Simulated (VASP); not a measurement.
Crystal: Zn.

```
CELL_PARAMETERS angstrom
1.39021 2.40791 0.00000
-1.39021 2.40791 0.00000
0.00000 0.00000 9.00394
ATOMIC_POSITIONS crystal
Zn 0.00000 0.00000 0.00000
Zn 0.00000 0.00000 0.50000
Zn 0.33333 0.33334 0.75000
Zn 0.66666 0.66667 0.25000
```

```yaml
Program: VASP 6.6.1
Task: relaxation of cell and atoms
Functional: RPBE
Potentials_or_basis: VASP PAW PBE potentials, release 64 (Zn)
Cutoff: 600 eV
k_mesh: 7 × 7 × 2
Occupations: fermi-dirac, width 0.0242 eV
Spin: no spin polarisation
```

At the start: pressure 3.9 GPa; volume 15.07 Å³/atom.

Problem. How do energy, volume and symmetry change on relaxing?

Solution. Over 6 steps the energy falls by 39.7 meV/atom and the volume is 15.86 Å³/atom (+5.2 %); space group P6_3/mmc (No. 194, to 0.05 Å).

The path:
```tsv
step	energy change (eV)	largest force (eV/Å)	pressure (GPa)	volume (Å³)
1	0.0000	0.0000	3.89	60.28
2	-0.1134	0.0000	-0.16	63.50
3	-0.1317	0.0000	-2.01	65.51
4	-0.1520	0.0000	-1.08	64.60
5	-0.1529	0.0000	-1.30	64.75
6	-0.1590	0.0000	-0.03	63.44
```

Final structure:
```xyz
4
Lattice="1.3763 2.3839 0.0000 -1.3763 2.3839 0.0000 0.0000 0.0000 9.6681" Properties=species:S:1:pos:R:3 pbc="T T T"
Zn    1.3763    2.3839    0.0000
Zn    1.3763    2.3839    4.8341
Zn    0.0000    1.5893    7.2511
Zn    0.0000    3.1785    2.4170
```

Caveat: the k points lie up to 0.38 Å⁻¹ apart in the final cell; the PAW data sets were made with another functional, which shifts forces and pressure a little.
